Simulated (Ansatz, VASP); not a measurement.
NaF: VASP beside Ansatz

```
Na F
1.0
     4.07114    0.00000    0.00000
    -2.03557    3.52571    0.00000
     0.00000    0.00000    4.55138
Na F
2 2
Cartesian
  0.0000 2.3505 -0.2845
  2.0356 1.1752 1.9912
  0.0000 2.3505 1.9912
  2.0356 1.1752 4.2669
```

Change from the starting cell: biaxial_xy strain +5.2%.

Alike in both runs: task single point; functional PBE; k mesh 12 × 12 × 6; occupations fermi-dirac, width 0.02 eV; no spin polarisation.

```csv
,VASP,Ansatz
version,VASP 6.6.1,Ansatz 0.2.0
potentials or method,"VASP PAW PBE potentials, release 64 (Na_pv, F)","plane waves, PAW"
plane-wave cutoff (eV),520,420
valence electrons in the cell,28,32
```

Ansatz gave:

- gap on the k mesh at the Fermi level (eV): 5.39
- pressure (GPa): -0.9
- traceless stress, the component that is largest in VASP (GPa): 1.80

Task: Estimate VASP's values.

Result: gap on the k mesh at the Fermi level (eV): 5.38; pressure (GPa): -1.0; traceless stress, the component that is largest in VASP (GPa): 1.86.

With one functional, cell and mesh, what is left measures potentials, basis and numerics. VASP's potentials hold 28 valence electrons a cell and Ansatz's 32, so a difference there can come from the potentials and not from the codes.
